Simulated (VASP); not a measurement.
Crystal: Ta.

```
Ta
1.0
    -1.66072    1.66072    1.66072
     1.66072   -1.66072    1.66072
     1.66072    1.66072   -1.66072
Ta
1
Direct
  0.00000 0.00000 0.00000
```

Base run:

* Program: VASP 6.6.1
* Functional: PBE
* Potentials or basis: VASP PAW PBE potentials, release 64 (Ta_pv)
* Cutoff: 520 eV
* k mesh: 13 × 13 × 13
* Occupations: fermi-dirac, width 0.1 eV
* Spin: no spin polarisation

Its results: pressure 0.1 GPa.

The run is repeated on the same cell with these changes: k mesh from 13 × 13 × 13 to 3 × 3 × 3. What comes out?

Pressure -1.1 GPa.

Caveats: some runs use coarse meshes.
